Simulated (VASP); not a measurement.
Write the native input for VASP 6.6.1 that does the following.

| Quantity | Value |
| --- | --- |
| Task | single point |
| Functional | PBE |
| Potentials or basis | VASP PAW PBE potentials, release 64 (Si, W_sv) |
| Cutoff | 520 eV |
| k mesh | 9 × 9 × 6 |
| Occupations | gaussian, width 0.03 eV |
| Spin | no spin polarisation |
| Dipole correction | no |
| Further INCAR settings | ALGO = Normal; EDIFF = 1e-06; NBANDS = 43 |

The structure of Si2W lies in POSCAR:

```
Si2W
1.0
    4.7172346901      0.0000000000      0.0000000000
   -2.3586173451      4.0852450772      0.0000000000
    0.0000000000      0.0000000000      6.3602475327
Si W
6 3
Direct
    0.8300872726      0.6601745453      0.5000000000
    0.1699127274      0.8300872726      0.8333333333
    0.6601745453      0.8300872726      0.1666666667
    0.1699127274      0.3398254547      0.5000000000
    0.8300872726      0.1699127274      0.8333333333
    0.3398254547      0.1699127274      0.1666666667
    0.0000000000      0.5000000000      0.1666666667
    0.5000000000      0.5000000000      0.8333333333
    0.5000000000      0.0000000000      0.5000000000
```

This cell differs from its parent crystal: atoms shifted along a free coordinate, c/a of the conventional cell at fixed volume 1.3483.

The input as run:

INCAR

```
PREC = Accurate
ENCUT = 520
EDIFF = 1E-6
ISMEAR = 0
SIGMA = 0.03
LREAL = F
LASPH = T
NELM = 80
ALGO = Normal
ISIF = 2
LWAVE = F
LCHARG = F
GGA = PE
NBANDS = 43
```

KPOINTS

```
regular mesh
0
Gamma
  9 9 6
```

Potentials or basis: VASP PAW PBE potentials, release 64 (Si, W_sv).

Command:

```console
$ cat potpaw_PBE.64/Si/POTCAR potpaw_PBE.64/W_sv/POTCAR > POTCAR
$ mpirun -np 1 vasp_std > vasp.out
```

Results of the run:

```json
{
 "Pressure": "3.0 GPa",
 "Largest force": "0.837 eV/Å",
 "Band gap on the k mesh": "0.16 eV (least direct gap 0.45 eV)"
}
```

Caveat: spin-orbit coupling is left out, which moves the levels of the heavy elements; an odd mesh through Γ misses points on the zone boundary, where band edges can lie.

Run time: 5 min on 1 thread of Intel Xeon 8259CL, on a shared host, peak memory 0.36 GiB.
